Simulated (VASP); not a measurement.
# Ge in VASP: notebook

The runs below take Ge through single point, with revPBE+D3(BJ).

Everything below comes from runs of VASP 6.6.1. Logs are shortened: lines on timing, memory, paths and dates and some standing lists are left out, and cuts for length are marked.

### 1 The cell of the first run

The cell holds a sheet with vacuum, 2 atoms: a = 4.030 Å, b = 4.030 Å, c = 14.680 Å, α = 90.00°, β = 90.00°, γ = 120.00°.

### 2 Single point, revPBE+D3(BJ)

INCAR reads:

```
SYSTEM = Ge
PREC     = Accurate       ! precision mode
ENCUT    = 410            ! plane-wave cutoff, eV
EDIFF    = 1E-6           ! SCF threshold, eV
ISMEAR   = 0              ! smearing method
SIGMA    = 0.03           ! smearing width, eV
LREAL    = .FALSE.        ! projectors in reciprocal space
LASPH    = .TRUE.         ! aspherical terms in the spheres
NELM     = 120            ! most SCF steps
ALGO     = Normal         ! electronic algorithm
ISIF     = 2              ! what is computed and relaxed
LWAVE    = .FALSE.        ! write WAVECAR
LCHARG   = .FALSE.        ! write CHGCAR
LDIPOL   = .TRUE.       
IDIPOL   = 3            
DIPOL    = 0.5 0.5 0.500
GGA      = RE             ! functional
IVDW     = 12             ! dispersion correction
NBANDS   = 21             ! bands
GGA_COMPAT= .FALSE.      
NELMDL   = -8
```

KPOINTS reads:

```
regular mesh
0
G
  12 12 1
  0 0 0
```

POSCAR reads:

```
Ge
1.0
    4.0300000000      0.0000000000      0.0000000000
   -2.0150000000      3.4900823773      0.0000000000
    0.0000000000      0.0000000000     14.6800000000
Ge
2
Direct
    0.3333330000      0.6666670000      0.4768392371
    0.6666670000      0.3333330000      0.5231607629
```

Potentials or basis: VASP PAW PBE potentials, release 64 (Ge_d).

The run is started by

```bash
> cat potpaw_PBE.64/Ge_d/POTCAR > POTCAR
> mpirun -np 1 vasp_std > vasp.out
```

OUTCAR:

```text
SYSTEM = Ge
   PREC = Accurate
   ENCUT = 410
   EDIFF = 1E-6
   ISMEAR = 0
   LREAL = .FALSE.
   LASPH = .TRUE.
   NELM = 120
   ISIF = 2
   GGA = RE
   IVDW = 12
   NELMDL = -8
 IVDW          = 12

 ion  position               nearest neighbor table
   1  0.333  0.667  0.477-   2 2.42   2 2.42   2 2.42
   2  0.667  0.333  0.523-   1 2.42   1 2.42   1 2.42

  LATTYP: Found a hexagonal cell.
 ALAT       =     4.0300000000
 C/A-ratio  =     3.6426799007

  Lattice vectors:

 A1 = (   4.0300000000,   0.0000000000,   0.0000000000)
 A2 = (  -2.0150000000,   3.4900823773,   0.0000000000)
 A3 = (   0.0000000000,   0.0000000000,  14.6800000000)

Analysis of symmetry for initial positions (statically):
=====================================================================
 Subroutine PRICEL returns:
 Original cell was already a primitive cell.

 Routine SETGRP: Setting up the symmetry group for a
 hexagonal supercell.

 Subroutine GETGRP returns: Found 12 space group operations
 (whereof 12 operations were pure point group operations)
 out of a pool of 24 trial point group operations.

The static configuration has the point symmetry D_3d.

Analysis of symmetry for dynamics (positions and initial velocities):
=====================================================================
 Subroutine PRICEL returns:
 Original cell was already a primitive cell.

 Routine SETGRP: Setting up the symmetry group for a
 hexagonal supercell.

 Subroutine GETGRP returns: Found 12 space group operations
 (whereof 12 operations were pure point group operations)
 out of a pool of 24 trial point group operations.

The dynamic configuration has the point symmetry D_3d.

 Subroutine INISYM returns: Found 12 space group operations
 (whereof 12 operations are pure point group operations),
 and found     1 'primitive' translations

----------------------------------------------------------------------------------------

                                     Primitive cell

  volume of cell :     206.4747

  direct lattice vectors                    reciprocal lattice vectors
     4.030000000  0.000000000  0.000000000     0.248138958  0.143263094  0.000000000
    -2.015000000  3.490082377  0.000000000     0.000000000  0.286526188  0.000000000
     0.000000000  0.000000000 14.680000000     0.000000000  0.000000000  0.068119891

  length of vectors
     4.030000000  4.030000000 14.680000000     0.286526188  0.286526188  0.068119891

  position of ions in fractional coordinates (direct lattice)
     0.333333000  0.666667000  0.476839237
     0.666667000  0.333333000  0.523160763

  ion indices of the primitive-cell ions
   primitive index   ion index
                 1           1
                 2           2

----------------------------------------------------------------------------------------

 KPOINTS: regular mesh

Automatic generation of k-mesh.
 Grid dimensions read from file:
 generate k-points for:   12   12    1

 Generating k-lattice:

  Cartesian coordinates                     Fractional coordinates (reciprocal lattice)
     0.020678246  0.011938591  0.000000000     0.083333333 -0.000000000  0.000000000
     0.000000000  0.023877182  0.000000000     0.000000000  0.083333333  0.000000000
     0.000000000  0.000000000  0.068119891     0.000000000  0.000000000  1.000000000

  Length of vectors
     0.023877182  0.023877182  0.068119891

  Shift w.r.t. Gamma in fractional coordinates (k-lattice)
     0.000000000  0.000000000  0.000000000

 Subroutine IBZKPT returns following result:
 ===========================================

 Found     19 irreducible k-points:

 Following reciprocal coordinates:
            Coordinates               Weight
  0.000000  0.000000  0.000000      1.000000
  0.083333  0.000000  0.000000      6.000000
  0.166667  0.000000  0.000000      6.000000
  0.250000  0.000000  0.000000      6.000000
  0.333333 -0.000000  0.000000      6.000000
  0.416667  0.000000  0.000000      6.000000
[... 11 lines left out ...]
  0.333333  0.250000  0.000000     12.000000
  0.333333  0.333333  0.000000      2.000000
   k-points           NKPTS =     19   k-points in BZ     NKDIM =     19   number of bands    NBANDS=     21
   number of dos      NEDOS =    301   number of ions     NIONS =      2
   total plane-waves  NPLWV =  76832
   dimension x,y,z NGX =    28 NGY =   28 NGZ =   98
   dimension x,y,z NGXF=    56 NGYF=   56 NGZF=  196
   ions per type =               2
   NGX,Y,Z   is equivalent  to a cutoff of  11.55, 11.55, 11.10 a.u.
   NGXF,Y,Z  is equivalent  to a cutoff of  23.10, 23.10, 22.20 a.u.
 SYSTEM =  Ge
   PREC   = accura    normal or accurate (medium, high low for compatibility)
   ISTART =      0    job   : 0-new  1-cont  2-samecut
   ICHARG =      2    charge: 1-file 2-atom 10-const
   ISPIN  =      1    spin polarized calculation?
   LNONCOLLINEAR =      F non collinear calculations
   LSORBIT =      F    spin-orbit coupling
   LASPH  =      T    aspherical Exc in radial PAW
   ENCUT  =  410.0 eV  30.13 Ry    5.49 a.u.   6.65  6.65 24.24*2*pi/ulx,y,z
   NELM   =    120;   NELMIN=  2; NELMDL= -8     # of ELM steps
   EDIFF  = 0.1E-05   stopping-criterion for ELM
   LREAL  =      F    real-space projection
[... 7 lines left out ...]
   TEBEG  =    0.0;   TEEND  =   0.0 temperature during run
   PSTRESS=    0.0 pullay stress
   NELECT =      28.0000    total number of electrons
   NUPDOWN=      -1.0000    fix difference up-down
   EMIN   =  10.00;   EMAX   =-10.00  energy-range for DOS
   EFERMI =   0.00;   METHOD = LEGACY
   ISMEAR =     0;   SIGMA  =   0.03  broadening in eV -4-tet -1-fermi 0-gaus
   EFERMI_NEDOS =   21; number of points for ismear=-14 and -15
   IALGO  =     38    algorithm
   IMIX   =      4    mixing-type and parameters
     AMIX     =   0.40;   BMIX     =  1.00
     AMIX_MAG =   1.60;   BMIX_MAG =  1.00
  volume/ion in A,a.u.               =     103.24       696.68
  Fermi-wavevector in a.u.,A,eV,Ry     =   0.841082  1.589415  9.625030  0.707420
  Thomas-Fermi vector in A             =   1.955569
   LORBIT       =      0    0 simple, 1 ext, 2 COOP (PROOUT), +10 PAW based schemes
   GGA     = RE    functional components
   LHFCALC =     F    Hartree Fock is set to
   AEXX    =    0.0000 exact exchange contribution
   IVDW    =    12    specifies the selected vdW correction
   LEPSILON=     F    determine dielectric tensor
   LRPA    =     F    only Hartree local field effects (RPA)
 non-spin polarized calculation
 Gauss-broadening in eV      SIGMA  =   0.03
  energy-cutoff  :      410.00
  volume of cell :      206.47
 maximum number of plane-waves:      3925
 NGX is ok and might be reduce to    28
   NGX = 13   NGY = 13   NGZ = 49

 number of electron      27.9999971 magnetization

 dipolmoment           0.000000      0.000000     -0.000000 electrons x Angstroem

 Free energy of the ion-electron system (eV)
  ---------------------------------------------------
  ext. energy  EPLUGINS =         0.00000000
  ---------------------------------------------------
  free energy    TOTEN  =        -7.61976294 eV

  energy without entropy =       -7.61929279  energy(sigma->0) =       -7.61952786

 E-fermi :  -2.3677     XC(G=0):  -3.0986

 val. band max:       -2.3676697285   @ k =   0.3333   0.3333   0.0000
 cond. band min:      -2.3676404941   @ k =   0.3333   0.3333   0.0000
 fundamental gap:      0.0000292344
 Fermi energy:        -2.3676551113

 k-point     1 :       0.0000    0.0000    0.0000
  band No.  band energies     occupation
      1     -26.9022      2.00000
      2     -26.9022      2.00000
      3     -26.8540      2.00000
      4     -26.8540      2.00000
      5     -26.8540      2.00000
      6     -26.7843      2.00000
[... 13 lines left out ...]
     20       1.9931      0.00000
     21       3.6502      0.00000

 k-point     2 :       0.0833    0.0000    0.0000
  band No.  band energies     occupation
      1     -26.9063      2.00000
      2     -26.9051      2.00000
      3     -26.8640      2.00000
      4     -26.8500      2.00000
      5     -26.8414      2.00000
      6     -26.7799      2.00000
[... 13 lines left out ...]
     20       2.0625      0.00000
     21       3.6106      0.00000

 k-point     3 :       0.1667    0.0000    0.0000
  band No.  band energies     occupation
      1     -26.9143      2.00000
      2     -26.9110      2.00000
      3     -26.8731      2.00000
      4     -26.8411      2.00000
      5     -26.8283      2.00000
      6     -26.7675      2.00000
[... 13 lines left out ...]
     20       2.5523      0.00000
     21       3.4921      0.00000

 k-point     4 :       0.2500    0.0000    0.0000
  band No.  band energies     occupation
      1     -26.9205      2.00000
      2     -26.9165      2.00000
      3     -26.8828      2.00000
      4     -26.8319      2.00000
      5     -26.8188      2.00000
      6     -26.7502      2.00000
[... 13 lines left out ...]
     20       3.4736      0.00000
     21       3.7980      0.00000

 k-point     5 :       0.3333   -0.0000    0.0000
  band No.  band energies     occupation
      1     -26.9226      2.00000
      2     -26.9201      2.00000
      3     -26.8927      2.00000
      4     -26.8252      2.00000
      5     -26.8140      2.00000
      6     -26.7356      2.00000
[... 13 lines left out ...]
     20       4.2201      0.00000
     21       4.9639      0.00000
[... 262 lines left out ...]
     20       5.1551      0.00000
     21       5.3339      0.00000

 k-point    17 :       0.2500    0.2500    0.0000
  band No.  band energies     occupation
      1     -26.9388      2.00000
      2     -26.9153      2.00000
      3     -26.9028      2.00000
      4     -26.8211      2.00000
      5     -26.7722      2.00000
      6     -26.7483      2.00000
[... 13 lines left out ...]
     20       4.3105      0.00000
     21       4.6325      0.00000

 k-point    18 :       0.3333    0.2500    0.0000
  band No.  band energies     occupation
      1     -26.9431      2.00000
      2     -26.9125      2.00000
      3     -26.9077      2.00000
      4     -26.8158      2.00000
      5     -26.7663      2.00000
      6     -26.7465      2.00000
[... 13 lines left out ...]
     20       4.7280      0.00000
     21       5.1279      0.00000

 k-point    19 :       0.3333    0.3333    0.0000
  band No.  band energies     occupation
      1     -26.9459      2.00000
      2     -26.9103      2.00000
      3     -26.9103      2.00000
      4     -26.8135      2.00000
      5     -26.7491      2.00000
      6     -26.7491      2.00000
[... 13 lines left out ...]
     20       4.5001      0.00000
     21       4.7406      0.00000

------------------------ aborting loop because EDIFF is reached ----------------------------------------

 vacuum level on the upper side and lower side of the slab       (xc-potential included)        -0.211        -0.211

 Edisp (eV)   -0.61175

 E8    (eV) :    -0.4483

  FORCE on cell =-STRESS in cart. coord.  units (eV):
  Direction    XX          YY          ZZ          XY          YZ          ZX
  --------------------------------------------------------------------------------------
  -------------------------------------------------------------------------------------
  Total      -0.15155    -0.15155    -0.07505    -0.00000     0.00000     0.00000
  in kB      -1.17597    -1.17597    -0.58240    -0.00000     0.00000     0.00000
  external pressure =       -0.98 kB  Pullay stress =        0.00 kB

 VOLUME and BASIS-vectors are now :
 -----------------------------------------------------------------------------
  energy-cutoff  :      410.00
  volume of cell :      206.47
      direct lattice vectors                 reciprocal lattice vectors
     4.030000000  0.000000000  0.000000000     0.248138958  0.143263094  0.000000000
    -2.015000000  3.490082377  0.000000000     0.000000000  0.286526188  0.000000000
     0.000000000  0.000000000 14.680000000     0.000000000  0.000000000  0.068119891

 POSITION                                       TOTAL-FORCE (eV/Angst)
 -----------------------------------------------------------------------------------
     -0.00000      2.32672      7.00000        -0.000000      0.000000     -0.068247
      2.01500      1.16336      7.68000         0.000000     -0.000000      0.068247
 -----------------------------------------------------------------------------------
    total drift:                                0.000000      0.000000      0.000000

  FREE ENERGIE OF THE ION-ELECTRON SYSTEM (eV)
  ---------------------------------------------------
  free  energy   TOTEN  =        -8.2315097293 eV

  energy  without entropy=       -8.2310395715  energy(sigma->0) =       -8.23127465

 vacuum level on the upper side and lower side of the slab         1.887         1.887
```

Wall time 2.5 min (1 thread of Intel Xeon 8259CL, shared host); peak memory 0.27 GiB.

Results:

```yaml
Free_energy: -8.2315 eV
Largest_force: 0.068 eV/Å
Band_gap_on_the_k_mesh: zero (filled and empty bands touch)
Dispersion_energy_per_atom: -0.306 eV
```

Forces in eV/Å, atoms in the order of the input:
```
Ge   0.000  0.000 -0.068
Ge   0.000  0.000  0.068
```

Levels at points of the mesh, in eV from the Fermi level:
```
           k point  band 10  band 11  band 12  band 13  band 14  band 15  band 16  band 17  band 18  band 19
(0.00, 0.00, 0.00)   -24.27   -11.28    -3.50    -0.48    -0.48     0.59     2.33     3.89     3.89     4.30
(0.50, 0.00, 0.00)   -24.21    -9.24    -7.40    -2.01    -1.16     0.70     1.69     5.49     6.32     6.97
```

Caveat: the PAW data sets were made with another functional, which shifts forces and pressure a little.

### 3 Single point, revPBE+D3(BJ)

This run uses another cell than the first one.

INCAR: that of step 2 with these lines changed.

```diff
@@ -15,3 +15,3 @@
 IDIPOL   = 3            
-DIPOL    = 0.5 0.5 0.500
+DIPOL    = 0.5 0.5 0.292
 GGA      = RE             ! functional
```

KPOINTS is that of step 2.

POSCAR reads:

```
Ge
1.0
    4.0255251720      0.0000000000      0.0000000000
   -2.0127625860      3.4862070625      0.0000000000
    0.0000000000      0.0000000000     25.1599999975
Ge
2
Direct
    0.3333333333      0.6666666667      0.2778106077
    0.6666666667      0.3333333333      0.3056552111
```

Potentials or basis: VASP PAW PBE potentials, release 64 (Ge_d).

The run is started by

```bash
> cat potpaw_PBE.64/Ge_d/POTCAR > POTCAR
> mpirun -np 1 vasp_std > vasp.out
```

It took 4.8 min on 1 thread of Intel Xeon 8259CL, shared host; peak memory 0.38 GiB.

It converged, with:

```
Free energy                : -8.2304 eV
Band gap on the k mesh     : zero (filled and empty bands touch)
Dispersion energy per atom : -0.306 eV
```

Forces on the atoms (eV/Å):
```
Ge   0.000  0.000  0.002
Ge   0.000  0.000 -0.002
```

Levels at points of the mesh, in eV from the Fermi level:
```tsv
k point	band 11	band 12	band 13	band 14	band 15	band 16	band 17	band 18
(0.00, 0.00, 0.00)	-11.24	-3.52	-0.40	-0.40	0.69	2.30	3.93	3.93
(0.50, 0.00, 0.00)	-9.19	-7.35	-1.95	-1.16	0.70	1.75	5.48	6.35
```

Caveat: the PAW data sets were made with another functional, which shifts forces and pressure a little.
